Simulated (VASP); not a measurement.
# HfN (rocksalt type) (Fm-3m) in VASP: single point with LDA

Aim: the single point of HfN (rocksalt type) with LDA.

Program: VASP 6.6.1. These are calculated values, not measurements. Logs are shortened: lines on timing, memory, paths and dates and some standing lists are left out, and cuts for length are marked.

## 1. The cell of the first run

The structure is cubic, space group Fm-3m (No. 225). The conventional cell has a = 4.468 Å, b = 4.468 Å, c = 4.468 Å, α = 90.00°, β = 90.00°, γ = 90.00°. Hf (site symmetry m-3m) has 6 N at 2.23 Å within 3.0 Å. Within 3.0 Å of N (site symmetry m-3m) lie 6 Hf at 2.23 Å.

## 2. Single point, LDA

The input, INCAR:

```
ALGO = Normal
EDIFF = 1E-6
ENCUT = 520
GGA = CA
ISIF = 2
ISMEAR = -1
LASPH = T
LCHARG = F
LREAL = F
LWAVE = F
NBANDS = 23
NELM = 80
PREC = Accurate
SIGMA = 0.08
```

The input, KPOINTS:

```
k-points
0
Gamma
  13 13 9
```

The input, POSCAR:

```
HfN
1.0
    2.2340571336      2.2340571336      0.0000000000
   -2.2340571336      2.2340571336      0.0000000000
    0.0000000000      0.0000000000      4.4681142673
Hf N
2 2
Direct
    0.0000000000      0.0000000000      0.0000000000
    0.5000000000      0.5000000000      0.5000000000
    0.5000000000      0.5000000000      0.0000000000
    0.0000000000      0.0000000000      0.5000000000
```

Potentials or basis: VASP PAW LDA potentials, release 64 (Hf_pv, N).

The run is started by

```sh
cat potpaw_LDA.64/Hf_pv/POTCAR potpaw_LDA.64/N/POTCAR > POTCAR
mpirun -np 1 vasp_std > vasp.out
```

OUTCAR:

```text
EDIFF = 1E-6
   ENCUT = 520
   GGA = CA
   ISIF = 2
   ISMEAR = -1
   LASPH = T
   LREAL = F
   NELM = 80
   PREC = Accurate

 ion  position               nearest neighbor table
   1  0.000  0.000  0.000-   3 2.23   3 2.23   3 2.23   3 2.23   4 2.23   4 2.23   2 3.16   2 3.16
                             2 3.16   2 3.16   2 3.16   2 3.16   2 3.16   2 3.16
   2  0.500  0.500  0.500-   4 2.23   4 2.23   4 2.23   4 2.23   3 2.23   3 2.23   1 3.16   1 3.16
                             1 3.16   1 3.16   1 3.16   1 3.16   1 3.16   1 3.16
   3  0.500  0.500  0.000-   1 2.23   1 2.23   1 2.23   1 2.23   2 2.23   2 2.23
   4  0.000  0.000  0.500-   2 2.23   2 2.23   2 2.23   2 2.23   1 2.23   1 2.23

  LATTYP: Found a simple tetragonal cell.
 ALAT       =     3.1594338975
 C/A-ratio  =     1.4142135624

  Lattice vectors:

 A1 = (   2.2340571336,   2.2340571336,   0.0000000000)
 A2 = (  -2.2340571336,   2.2340571336,   0.0000000000)
 A3 = (   0.0000000000,   0.0000000000,   4.4681142673)

Analysis of symmetry for initial positions (statically):
=====================================================================
 Subroutine PRICEL returns following result:

  LATTYP: Found a face centered cubic cell.
 ALAT       =     4.4681142673

  Lattice vectors:

 A1 = (   0.0000000000,  -2.2340571336,  -2.2340571336)
 A2 = (   2.2340571336,   0.0000000000,  -2.2340571336)
 A3 = (   2.2340571336,  -2.2340571336,   0.0000000000)

   2 primitive cells build up your supercell.

 Routine SETGRP: Setting up the symmetry group for a
 simple tetragonal supercell.

 Subroutine GETGRP returns: Found 16 space group operations
 (whereof 16 operations were pure point group operations)
 out of a pool of 16 trial point group operations.

The static configuration has the point symmetry D_4h.

Analysis of symmetry for dynamics (positions and initial velocities):
=====================================================================
 Subroutine PRICEL returns following result:

  LATTYP: Found a face centered cubic cell.
 ALAT       =     4.4681142673

  Lattice vectors:

 A1 = (   0.0000000000,  -2.2340571336,  -2.2340571336)
 A2 = (   2.2340571336,   0.0000000000,  -2.2340571336)
 A3 = (   2.2340571336,  -2.2340571336,   0.0000000000)

   2 primitive cells build up your supercell.

 Routine SETGRP: Setting up the symmetry group for a
 simple tetragonal supercell.

 Subroutine GETGRP returns: Found 16 space group operations
 (whereof 16 operations were pure point group operations)
 out of a pool of 16 trial point group operations.

The dynamic configuration has the point symmetry D_4h.

 Subroutine INISYM returns: Found 16 space group operations
 (whereof 16 operations are pure point group operations),
 and found     2 'primitive' translations

----------------------------------------------------------------------------------------

                                     Primitive cell

  volume of cell :      22.3004

  direct lattice vectors                    reciprocal lattice vectors
     0.000000000 -2.234057134 -2.234057134    -0.223808063 -0.223808063 -0.223808063
     2.234057134  0.000000000 -2.234057134     0.223808063  0.223808063 -0.223808063
     2.234057134 -2.234057134  0.000000000     0.223808063 -0.223808063  0.223808063

  length of vectors
     3.159433897  3.159433897  3.159433897     0.387646936  0.387646936  0.387646936

  position of ions in fractional coordinates (direct lattice)
     0.000000000  0.000000000  0.000000000
     0.500000000  0.500000000  0.500000000

  ion indices of the primitive-cell ions
   primitive index   ion index
                 1           1
                 2           4

----------------------------------------------------------------------------------------

 KPOINTS: k-points

Automatic generation of k-mesh.
 Grid dimensions read from file:
 generate k-points for:   13   13    9

 Generating k-lattice:

  Cartesian coordinates                     Fractional coordinates (reciprocal lattice)
     0.017216005  0.017216005  0.000000000     0.076923077  0.000000000  0.000000000
    -0.017216005  0.017216005  0.000000000     0.000000000  0.076923077  0.000000000
     0.000000000  0.000000000  0.024867563     0.000000000  0.000000000  0.111111111

  Length of vectors
     0.024347108  0.024347108  0.024867563

  Shift w.r.t. Gamma in fractional coordinates (k-lattice)
     0.000000000  0.000000000  0.000000000

 Subroutine IBZKPT returns following result:
 ===========================================

 Found    140 irreducible k-points:

 Following reciprocal coordinates:
            Coordinates               Weight
  0.000000  0.000000  0.000000      1.000000
  0.076923  0.000000  0.000000      4.000000
  0.153846  0.000000  0.000000      4.000000
  0.230769  0.000000  0.000000      4.000000
  0.307692  0.000000  0.000000      4.000000
  0.384615  0.000000  0.000000      4.000000
[... 16 lines left out ...]
  0.307692  0.307692  0.000000      4.000000
  0.384615  0.307692  0.000000      8.000000
 [... further k-points ...]
   k-points           NKPTS =    140   k-points in BZ     NKDIM =    140   number of bands    NBANDS=     23
   number of dos      NEDOS =    301   number of ions     NIONS =      4
   total plane-waves  NPLWV =  20736
   dimension x,y,z NGX =    24 NGY =   24 NGZ =   36
   dimension x,y,z NGXF=    48 NGYF=   48 NGZF=   72
   ions per type =               2   2
   NGX,Y,Z   is equivalent  to a cutoff of  12.63, 12.63, 13.39 a.u.
   NGXF,Y,Z  is equivalent  to a cutoff of  25.26, 25.26, 26.79 a.u.
 SYSTEM =  unknown system
   PREC   = accura    normal or accurate (medium, high low for compatibility)
   ISTART =      0    job   : 0-new  1-cont  2-samecut
   ICHARG =      2    charge: 1-file 2-atom 10-const
   ISPIN  =      1    spin polarized calculation?
   LNONCOLLINEAR =      F non collinear calculations
   LSORBIT =      F    spin-orbit coupling
   LASPH  =      T    aspherical Exc in radial PAW
   ENCUT  =  520.0 eV  38.22 Ry    6.18 a.u.   5.87  5.87  8.31*2*pi/ulx,y,z
   NELM   =     80;   NELMIN=  2; NELMDL= -5     # of ELM steps
   EDIFF  = 0.1E-05   stopping-criterion for ELM
   LREAL  =      F    real-space projection
   EDIFFG = 0.1E-04   stopping-criterion for IOM
   NSW    =      0    number of steps for IOM
   IBRION =     -1    ionic relax: 0-MD 1-quasi-New 2-CG
   NFREE  =      0    steps in history (QN), initial steepest desc. (CG)
   ISIF   =      2    stress and relaxation
   ISYM   =      2    0-nonsym 1-usesym 2-fastsym
   POTIM  = 0.5000    time-step for ionic-motion
   TEBEG  =    0.0;   TEEND  =   0.0 temperature during run
   PSTRESS=    0.0 pullay stress
   NELECT =      30.0000    total number of electrons
   NUPDOWN=      -1.0000    fix difference up-down
   EMIN   =  10.00;   EMAX   =-10.00  energy-range for DOS
   EFERMI =   0.00;   METHOD = LEGACY
   ISMEAR =    -1;   SIGMA  =   0.08  broadening in eV -4-tet -1-fermi 0-gaus
   EFERMI_NEDOS =   21; number of points for ismear=-14 and -15
   IALGO  =     38    algorithm
   IMIX   =      4    mixing-type and parameters
     AMIX     =   0.40;   BMIX     =  1.00
     AMIX_MAG =   1.60;   BMIX_MAG =  1.00
  volume/ion in A,a.u.               =      11.15        75.25
  Fermi-wavevector in a.u.,A,eV,Ry     =   1.434391  2.710607 27.993693  2.057478
  Thomas-Fermi vector in A             =   2.553805
   LORBIT       =      0    0 simple, 1 ext, 2 COOP (PROOUT), +10 PAW based schemes
   GGA     = CA    functional components
   LHFCALC =     F    Hartree Fock is set to
   AEXX    =    0.0000 exact exchange contribution
   IVDW    =     0    specifies the selected vdW correction
   LEPSILON=     F    determine dielectric tensor
   LRPA    =     F    only Hartree local field effects (RPA)
 non-spin polarized calculation
  energy-cutoff  :      520.00
  volume of cell :       44.60
 maximum number of plane-waves:      1229
 NGX is ok and might be reduce to    24
   NGX = 11   NGY = 11   NGZ = 17

 number of electron      29.9999997 magnetization

 Free energy of the ion-electron system (eV)
  ---------------------------------------------------
  ext. energy  EPLUGINS =         0.00000000
  ---------------------------------------------------
  free energy    TOTEN  =       -47.75307561 eV

  energy without entropy =      -47.72788882  energy(sigma->0) =      -47.74048222

 E-fermi :   8.5003     XC(G=0): -13.1521

 val. band max:        8.4996029780   @ k =   0.0769   0.0769   0.1111
 cond. band min:       8.5114103994   @ k =   0.2308   0.0769   0.2222
 fundamental gap:      0.0118074214
 Fermi energy:         8.5003117375

 k-point     1 :       0.0000    0.0000    0.0000
  band No.  band energies     occupation
      1     -23.2202      2.00000
      2     -22.6621      2.00000
      3     -22.6621      2.00000
      4     -22.3065      2.00000
      5     -22.3065      2.00000
      6     -22.3049      2.00000
[... 15 lines left out ...]
     22      12.7251      0.00000
     23      14.2539      0.00000

 k-point     2 :       0.0769    0.0000    0.0000
  band No.  band energies     occupation
      1     -23.2046      2.00000
      2     -22.6931      2.00000
      3     -22.6526      2.00000
      4     -22.3507      2.00000
      5     -22.3155      2.00000
      6     -22.3071      2.00000
[... 15 lines left out ...]
     22      13.0549      0.00000
     23      14.0248      0.00000

 k-point     3 :       0.1538    0.0000    0.0000
  band No.  band energies     occupation
      1     -23.1591      2.00000
      2     -22.7774      2.00000
      3     -22.6255      2.00000
      4     -22.4718      2.00000
      5     -22.3471      2.00000
      6     -22.3097      2.00000
[... 15 lines left out ...]
     22      13.4096      0.00000
     23      13.8087      0.00000
[... 495 lines left out ...]
 k-point    23 :       0.3077    0.3077    0.0000
  band No.  band energies     occupation
      1     -23.0462      2.00000
      2     -22.9798      2.00000
      3     -22.8463      2.00000
      4     -22.7015      2.00000
      5     -22.5487      2.00000
      6     -22.5471      2.00000
[... 15 lines left out ...]
     22      14.1758      0.00000
     23      14.2686      0.00000

 k-point    24 :       0.3846    0.3077    0.0000
  band No.  band energies     occupation
      1     -23.1075      2.00000
      2     -23.0683      2.00000
      3     -22.7797      2.00000
      4     -22.6794      2.00000
      5     -22.5926      2.00000
      6     -22.5819      2.00000
[... 15 lines left out ...]
     22      13.8606      0.00000
     23      14.2003      0.00000

 [... further k-points ...]

------------------------ aborting loop because EDIFF is reached ----------------------------------------

  FORCE on cell =-STRESS in cart. coord.  units (eV):
  Direction    XX          YY          ZZ          XY          YZ          ZX
  --------------------------------------------------------------------------------------
  -------------------------------------------------------------------------------------
  Total       -0.3817423     -0.3817423     -0.2401706      0.0000000      0.0000000      0.0000000
  in kB      -13.7131765    -13.7131765     -8.6275519      0.0000000      0.0000000      0.0000000
  external PRESSURE =     -12.0179683 kB  Pullay stress =       0.0000000 kB

 VOLUME and BASIS-vectors are now :
 -----------------------------------------------------------------------------
  energy-cutoff  :      520.00
  volume of cell :       44.60
      direct lattice vectors                 reciprocal lattice vectors
     2.234057134  2.234057134  0.000000000     0.223808063  0.223808063  0.000000000
    -2.234057134  2.234057134  0.000000000    -0.223808063  0.223808063  0.000000000
     0.000000000  0.000000000  4.468114267     0.000000000  0.000000000  0.223808063

 POSITION                                       TOTAL-FORCE (eV/Angst)
 -----------------------------------------------------------------------------------
      0.00000      0.00000      0.00000         0.000000     -0.000000      0.000000
      0.00000      2.23406      2.23406         0.000000      0.000000     -0.000000
      0.00000      2.23406      0.00000        -0.000000     -0.000000      0.000000
      0.00000      0.00000      2.23406        -0.000000      0.000000      0.000000
 -----------------------------------------------------------------------------------
    total drift:                                0.000000     -0.000000     -0.000000

  FREE ENERGIE OF THE ION-ELECTRON SYSTEM (eV)
  ---------------------------------------------------
  free  energy   TOTEN  =       -47.7530756140 eV

  energy  without entropy=      -47.7278888208  energy(sigma->0) =      -47.74048222
```

Wall time 49 s (1 thread of Intel Xeon Platinum 8488C (Sapphire Rapids), shared host); peak memory 0.23 GiB.

Results:

* Free energy: -47.7531 eV
* Pressure: -1.2 GPa
* Band gap on the k mesh: zero (band 15 reaches 11.58 eV, above the bottom of band 16 at 5.29 eV)

Levels at points of the mesh, in eV from the Fermi level:
```tsv
k point	band 13	band 14	band 15	band 16	band 17	band 18
(0.00, 0.00, 0.00)	-2.99	-2.99	-2.99	-0.41	-0.41	-0.41
```

Caveat: spin-orbit coupling is left out, which moves the levels of the heavy elements.
